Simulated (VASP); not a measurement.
# Zr (Fm-3m) in VASP: further runs, part 2 of 2

VASP 6.6.1. Earlier steps stand in the parts before.

### 3 Relaxation of cell and atoms, PBE

This run uses another cell than the first one, of 22.93 Å³/atom.

Contents of INCAR:

```
  PREC = Accurate
  ENCUT = 600
  EDIFF = 1E-6
  ISMEAR = 0
  SIGMA = 0.1
  LREAL = F
  LASPH = T
  NELM = 60
  ALGO = Normal
  ISIF = 3
  LWAVE = F
  LCHARG = F
  GGA = PE
  IBRION = 2
  NSW = 100
  EDIFFG = -0.005
```

Contents of KPOINTS:

```
regular mesh
0
Gamma
  16 16 16
```

Contents of POSCAR:

```
Zr
1.0
    0.0000000000      2.2550000000      2.2550000000
    2.2550000000      0.0000000000      2.2550000000
    2.2550000000      2.2550000000      0.0000000000
Zr
1
Direct
    0.0000000000      0.0000000000      0.0000000000
```

Potentials or basis: VASP PAW PBE potentials, release 64 (Zr_sv).

On the command line:

```bash
cat potpaw_PBE.64/Zr_sv/POTCAR > POTCAR
mpirun -np 1 vasp_std > vasp.out
```

OUTCAR:

```text
PREC = Accurate
   ENCUT = 600
   EDIFF = 1E-6
   ISMEAR = 0
   LREAL = F
   LASPH = T
   NELM = 60
   ISIF = 3
   GGA = PE
   IBRION = 2
   NSW = 100
   EDIFFG = -0.005

 ion  position               nearest neighbor table
   1  0.000  0.000  0.000-

  LATTYP: Found a face centered cubic cell.
 ALAT       =     4.5100000000

  Lattice vectors:

 A1 = (   0.0000000000,   2.2550000000,   2.2550000000)
 A2 = (   2.2550000000,   0.0000000000,   2.2550000000)
 A3 = (   2.2550000000,   2.2550000000,   0.0000000000)

Analysis of symmetry for initial positions (statically):
=====================================================================
 Subroutine PRICEL returns:
 Original cell was already a primitive cell.

 Routine SETGRP: Setting up the symmetry group for a
 face centered cubic supercell.

 Subroutine GETGRP returns: Found 48 space group operations
 (whereof 48 operations were pure point group operations)
 out of a pool of 48 trial point group operations.

The static configuration has the point symmetry O_h .

Analysis of symmetry for dynamics (positions and initial velocities):
=====================================================================
 Subroutine PRICEL returns:
 Original cell was already a primitive cell.

 Routine SETGRP: Setting up the symmetry group for a
 face centered cubic supercell.

 Subroutine GETGRP returns: Found 48 space group operations
 (whereof 48 operations were pure point group operations)
 out of a pool of 48 trial point group operations.

The dynamic configuration has the point symmetry O_h .

 Subroutine INISYM returns: Found 48 space group operations
 (whereof 48 operations are pure point group operations),
 and found     1 'primitive' translations

----------------------------------------------------------------------------------------

                                     Primitive cell

  volume of cell :      22.9335

  direct lattice vectors                    reciprocal lattice vectors
     0.000000000  2.255000000  2.255000000    -0.221729490  0.221729490  0.221729490
     2.255000000  0.000000000  2.255000000     0.221729490 -0.221729490  0.221729490
     2.255000000  2.255000000  0.000000000     0.221729490  0.221729490 -0.221729490

  length of vectors
     3.189051583  3.189051583  3.189051583     0.384046742  0.384046742  0.384046742

  position of ions in fractional coordinates (direct lattice)
     0.000000000  0.000000000  0.000000000

  ion indices of the primitive-cell ions
   primitive index   ion index
                 1           1

----------------------------------------------------------------------------------------

 KPOINTS: regular mesh

Automatic generation of k-mesh.
 Grid dimensions read from file:
 generate k-points for:   16   16   16

 Generating k-lattice:

  Cartesian coordinates                     Fractional coordinates (reciprocal lattice)
    -0.013858093  0.013858093  0.013858093     0.062500000  0.000000000  0.000000000
     0.013858093 -0.013858093  0.013858093     0.000000000  0.062500000  0.000000000
     0.013858093  0.013858093 -0.013858093     0.000000000  0.000000000  0.062500000

  Length of vectors
     0.024002921  0.024002921  0.024002921

[... 44 lines left out ...]
   PREC   = accura    normal or accurate (medium, high low for compatibility)
   ISTART =      0    job   : 0-new  1-cont  2-samecut
   ICHARG =      2    charge: 1-file 2-atom 10-const
   ISPIN  =      1    spin polarized calculation?
   LNONCOLLINEAR =      F non collinear calculations
   LSORBIT =      F    spin-orbit coupling
   LASPH  =      T    aspherical Exc in radial PAW
   ENCUT  =  600.0 eV  44.10 Ry    6.64 a.u.   6.37  6.37  6.37*2*pi/ulx,y,z
   NELM   =     60;   NELMIN=  2; NELMDL= -5     # of ELM steps
   EDIFF  = 0.1E-05   stopping-criterion for ELM
   LREAL  =      F    real-space projection
   EDIFFG = -.5E-02   stopping-criterion for IOM
   NSW    =    100    number of steps for IOM
   IBRION =      2    ionic relax: 0-MD 1-quasi-New 2-CG
   NFREE  =      1    steps in history (QN), initial steepest desc. (CG)
   ISIF   =      3    stress and relaxation
   ISYM   =      2    0-nonsym 1-usesym 2-fastsym
   POTIM  = 0.5000    time-step for ionic-motion
   TEBEG  =    0.0;   TEEND  =   0.0 temperature during run
   PSTRESS=    0.0 pullay stress
   NELECT =      12.0000    total number of electrons
   NUPDOWN=      -1.0000    fix difference up-down
   EMIN   =  10.00;   EMAX   =-10.00  energy-range for DOS
   EFERMI =   0.00;   METHOD = LEGACY
   ISMEAR =     0;   SIGMA  =   0.10  broadening in eV -4-tet -1-fermi 0-gaus
   EFERMI_NEDOS =   21; number of points for ismear=-14 and -15
   IALGO  =     38    algorithm
   IMIX   =      4    mixing-type and parameters
     AMIX     =   0.40;   BMIX     =  1.00
     AMIX_MAG =   1.60;   BMIX_MAG =  1.00
  volume/ion in A,a.u.               =      22.93       154.76
  Fermi-wavevector in a.u.,A,eV,Ry     =   1.319204  2.492935 23.678216  1.740300
  Thomas-Fermi vector in A             =   2.449119
   LORBIT       =      0    0 simple, 1 ext, 2 COOP (PROOUT), +10 PAW based schemes
   GGA     = PE    functional components
   LHFCALC =     F    Hartree Fock is set to
   AEXX    =    0.0000 exact exchange contribution
   IVDW    =     0    specifies the selected vdW correction
   LEPSILON=     F    determine dielectric tensor
   LRPA    =     F    only Hartree local field effects (RPA)
 conjugate gradient relaxation of ions
 non-spin polarized calculation
 Gauss-broadening in eV      SIGMA  =   0.10
  energy-cutoff  :      600.00
  volume of cell :       22.93
 maximum number of plane-waves:       778
 NGX is ok and might be reduce to    28
   NGX = 13   NGY = 13   NGZ = 13

--------------------------------------- Ionic step        1  -------------------------------------------

 number of electron      12.0000000 magnetization

 Free energy of the ion-electron system (eV)
  ---------------------------------------------------
  ext. energy  EPLUGINS =         0.00000000
  ---------------------------------------------------
  free energy    TOTEN  =        -8.48326408 eV

  energy without entropy =       -8.47370474  energy(sigma->0) =       -8.47848441

------------------------ aborting loop because EDIFF is reached ----------------------------------------

  FORCE on cell =-STRESS in cart. coord.  units (eV):
  Direction    XX          YY          ZZ          XY          YZ          ZX
  --------------------------------------------------------------------------------------
  -------------------------------------------------------------------------------------
  Total        0.1521231      0.1521231      0.1521231      0.0000000     -0.0000000     -0.0000000
  in kB       10.6276229     10.6276229     10.6276229      0.0000000     -0.0000000     -0.0000000
  external PRESSURE =      10.6276229 kB  Pullay stress =       0.0000000 kB
[... 57 lines left out ...]
--------------------------------------- Ionic step        3  -------------------------------------------

 number of electron      12.0000000 magnetization

 Free energy of the ion-electron system (eV)
  ---------------------------------------------------
  ext. energy  EPLUGINS =         0.00000000
  ---------------------------------------------------
  free energy    TOTEN  =        -8.48413493 eV

  energy without entropy =       -8.47438247  energy(sigma->0) =       -8.47925870

 E-fermi :   8.9301     XC(G=0): -11.0983

 val. band max:        8.9270396972   @ k =  -0.3125   0.3125   0.0625
 cond. band min:       8.9380477248   @ k =   0.2500   0.0000   0.0000
 fundamental gap:      0.0110080276
 Fermi energy:         8.9301469319

 k-point     1 :       0.0000    0.0000    0.0000
  band No.  band energies     occupation
      1     -39.7720      2.00000
      2     -17.2841      2.00000
      3     -17.2841      2.00000
      4     -17.2841      2.00000
      5       3.3686      2.00000
      6       9.9079      0.00000
      7       9.9079      0.00000
      8       9.9079      0.00000
      9      12.3296      0.00000
     10      12.3296      0.00000
[... 287 lines left out ...]
 k-point    24 :      -0.0625    0.0625    0.0000
  band No.  band energies     occupation
      1     -39.7580      2.00000
      2     -17.3786      2.00000
      3     -17.3113      2.00000
      4     -17.2904      2.00000
      5       3.7007      2.00000
      6       9.6000      0.00000
      7      10.0549      0.00000
      8      10.0800      0.00000
      9      12.0451      0.00000
     10      12.3238      0.00000

 [... further k-points ...]

------------------------ aborting loop because EDIFF is reached ----------------------------------------

  FORCE on cell =-STRESS in cart. coord.  units (eV):
  Direction    XX          YY          ZZ          XY          YZ          ZX
  --------------------------------------------------------------------------------------
  -------------------------------------------------------------------------------------
  Total        0.0004571      0.0004571      0.0004571     -0.0000000      0.0000000     -0.0000000
  in kB        0.0315715      0.0315715      0.0315715     -0.0000000      0.0000000     -0.0000000
  external PRESSURE =       0.0315715 kB  Pullay stress =       0.0000000 kB
[... 16 lines left out ...]
  FREE ENERGIE OF THE ION-ELECTRON SYSTEM (eV)
  ---------------------------------------------------
  free  energy   TOTEN  =        -8.4841349263 eV

  energy  without entropy=       -8.4743824677  energy(sigma->0) =       -8.47925870

 reached required accuracy - stopping structural energy minimisation
```

CONTCAR:

```text
Zr
   1.00000000000000
     0.0000000000000000    2.2636701061541951    2.2636701061541951
     2.2636701061541951   -0.0000000000000000    2.2636701061541951
     2.2636701061541951    2.2636701061541951   -0.0000000000000000
  Zr
     1
Direct
     0.0000000000000000    0.0000000000000000    0.0000000000000000

  0.00000000E+00  0.00000000E+00  0.00000000E+00
```

It took 2.5 min on 1 thread of Intel Xeon 8259CL, shared host; peak memory 0.19 GiB.

What came out:

```yaml
Free_energy: -8.4841 eV
Relaxed_volume: 23.20 Å³/atom
Relaxed_cell: a = 3.201 Å, b = 3.201 Å, c = 3.201 Å, α = 60.00°, β = 60.00°, γ = 60.00°
Space_group_after_relaxing_to_0.1_Å: Fm-3m (No. 225)
Energy_gained_by_relaxing: 0.9 meV/atom
Ionic_steps: 3
Pressure_after_relaxing: 0.0 GPa
Band_gap_on_the_k_mesh: zero (bands 6 and 7 overlap by 1.37 eV)
```

Step by step:
| step | energy change (eV) | largest force (eV/Å) | pressure (GPa) | volume (Å³) |
| --- | --- | --- | --- | --- |
| 1 | 0.0000 | 0.0000 | 1.06 | 22.93 |
| 2 | -0.0002 | 0.0000 | -0.91 | 23.44 |
| 3 | -0.0009 | 0.0000 | 0.00 | 23.20 |

Final structure:
```
Zr
1.0
     0.00000    2.26367    2.26367
     2.26367    0.00000    2.26367
     2.26367    2.26367    0.00000
Zr
1
Cartesian
  0.0000 0.0000 0.0000
```

Levels at points of the mesh, in eV from the Fermi level:
```csv
k point,band 2,band 3,band 4,band 5,band 6,band 7,band 8,band 9,band 10
"(0.00, 0.00, 0.00)",-26.21,-26.21,-26.21,-5.56,0.98,0.98,0.98,3.40,3.40
"(0.50, 0.00, 0.00)",-27.18,-26.34,-26.34,-2.95,0.80,0.80,1.11,5.19,5.19
"(0.50, 0.50, 0.00)",-27.12,-26.56,-26.56,-2.99,-2.19,3.01,5.19,5.70,5.70
```
